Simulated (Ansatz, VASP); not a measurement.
# Al2Ru: VASP beside Ansatz

INCAR

```
PREC     = Accurate       # precision mode
ENCUT    = 520            # plane-wave cutoff, eV
EDIFF    = 1E-6           # SCF threshold, eV
ISMEAR   = 0              # smearing method
SIGMA    = 0.03           # smearing width, eV
LREAL    = False          # projectors in reciprocal space
LASPH    = True           # aspherical terms in the spheres
NELM     = 80             # most SCF steps
ALGO     = Fast           # electronic algorithm
ISIF     = 2              # what is computed and relaxed
LWAVE    = False          # write WAVECAR
LCHARG   = False          # write CHGCAR
GGA      = CA             # functional
NBANDS   = 29             # bands
```

File KPOINTS:

```
Automatic mesh
0
Gamma
  10 10 10
```

POSCAR

```
Al2Ru
1.0
    0.0000000000      4.1851019803      4.6009982708
    2.2525340259      0.0000000000      4.6009982708
    2.2525340259      4.1851019803      0.0000000000
Al Ru
4 2
Direct
    0.0788992938      0.4211007062      0.0788992938
    0.4211007062      0.0788992938      0.4211007062
    0.1711007062      0.8288992938      0.1711007062
    0.8288992938      0.1711007062      0.8288992938
    0.7500000000      0.7500000000      0.7500000000
    0.5000000000      0.5000000000      0.5000000000
```

Input for Ansatz:

```yaml
crystal:
  lattice:
    - [0.0, 4.1851019803, 4.6009982708]
    - [2.2525340259, 0.0, 4.6009982708]
    - [2.2525340259, 4.1851019803, 0.0]
  atoms:
    - { symbol: Al, position: [0.0788992938, 0.4211007062, 0.0788992938] }
    - { symbol: Al, position: [0.4211007062, 0.0788992938, 0.4211007062] }
    - { symbol: Al, position: [0.1711007062, 0.8288992938, 0.1711007062] }
    - { symbol: Al, position: [0.8288992938, 0.1711007062, 0.8288992938] }
    - { symbol: Ru, position: [0.75, 0.75, 0.75] }
    - { symbol: Ru, position: [0.5, 0.5, 0.5] }
basis:
  ecutwfc: 420
kpoints:
  mp_grid: { grid: [10, 10, 10] }
hamiltonian:
  xc: lda
  pseudopotentials: { kind: paw, azcp: { folder: soft_1 } }
scf:
  occupations: { method: gaussian, width: 0.03 }
output:
  forces: true
  stress: true
  eigenvalues: true
```

Change from the starting cell: volume 14.458 Å^3 an atom, stretch along a over the lengths across it, relative to the relaxed cell 0.9135.

Alike in both runs: task single point; functional LDA; k mesh 10 × 10 × 10; occupations gaussian, width 0.03 eV; no spin polarisation.

|  | VASP | Ansatz |
| --- | --- | --- |
| version | VASP 6.6.1 | Ansatz 0.2.0 |
| potentials or method | VASP PAW LDA potentials, release 64 (Al, Ru_pv), cutoff 520 eV | scalar-relativistic, plane waves, PAW |
| valence electrons in the cell | 40 | 44 |

Ansatz gave:

| Quantity | Value |
| --- | --- |
| gap on the k mesh at the Fermi level (eV) | none |
| pressure (GPa) | -11.1 |
| traceless stress, the component that is largest in VASP (GPa) | 13.96 |
| rms of the force components (eV/Å) | 0.140 |

Which values does VASP return?

gap on the k mesh at the Fermi level (eV): none; pressure (GPa): -10.8; traceless stress, the component that is largest in VASP (GPa): 14.02; rms of the force components (eV/Å): 0.141.

Ansatz warns that its potentials were made for another functional, while VASP's fit it. LDA's correlation is that of Perdew and Zunger in VASP and of Perdew and Wang (1992) in Ansatz. Atom by atom the forces differ by 0.000 eV/Å (rms over components). A gap of «none» marks a metal or a gap that the smearing closes. VASP's potentials hold 40 valence electrons a cell and Ansatz's 44, so a difference there can come from the potentials and not from the codes.
